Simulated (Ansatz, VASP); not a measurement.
## Two plane-wave programs on Lu

Contents of INCAR:

```
  PREC = Accurate
  ENCUT = 520
  EDIFF = 1E-8
  ISMEAR = -1
  SIGMA = 0.05
  LREAL = False
  LASPH = True
  NELM = 150
  ALGO = Normal
  ISIF = 2
  LWAVE = False
  LCHARG = False
  MAGMOM = 0 0 0 0 0 0
  LORBIT = 11
  LSORBIT = True
  GGA_COMPAT = False
  LORBMOM = True
  GGA = PE
  LEFG = True
  NBANDS = 62
  KPAR = 4
```

File KPOINTS:

```
Automatic mesh
0
Gamma
  11 11 6
```

POSCAR

```
Lu
1.0
    3.5098988894      0.0000000000      0.0000000000
   -1.7549494447      3.0396616030      0.0000000000
    0.0000000000      0.0000000000      5.5666000000
Lu
2
Direct
    0.3333333333      0.6666666667      0.2500000000
    0.6666666667      0.3333333333      0.7500000000
```

Input for Ansatz:

```yaml
crystal:
  lattice:
    - [3.5098988894, 0.0, 0.0]
    - [-1.7549494447, 3.039661603, 0.0]
    - [0.0, 0.0, 5.5666]
  atoms:
    - { symbol: Lu, position: [0.3333333333, 0.6666666667, 0.25] }
    - { symbol: Lu, position: [0.6666666667, 0.3333333333, 0.75] }
kpoints:
  mp_grid: { grid: [11, 11, 6] }
scf:
  occupations: { method: fermi_dirac, width: 0.05 }
hamiltonian:
  xc: pbe
  pseudopotentials: { kind: paw_fr }
output:
  forces: true
  stress: true
  populations: true
  efg: { quadrupole_moments_barn: { Lu: 3.49 }, contact_densities: true }
magnetization:
  noncollinear: true
  spin_orbit: true
```

Alike in both runs: task electric field gradients; functional PBE; k mesh 11 × 11 × 6; occupations fermi-dirac, width 0.05 eV; non-collinear spin, spin-orbit coupling.

```csv
,VASP,Ansatz
version,VASP 6.6.1,Ansatz 0.2.0
potentials or method,"VASP PAW PBE potentials, release 64 (Lu)",plane-wave PAW
plane-wave cutoff (eV),520,420
valence electrons in the cell,50,50
```

|  | VASP | Ansatz | Ansatz less VASP |
| --- | --- | --- | --- |
| pressure (GPa) | -1.1 | -1.2 | -0.12 |
| traceless stress, the component that is largest in VASP (GPa) | -0.76 | -0.72 | +0.042 |
| size of Vzz on the site where it differs most (V/Å²) | 57.3 | 48.6 | -8.67 |
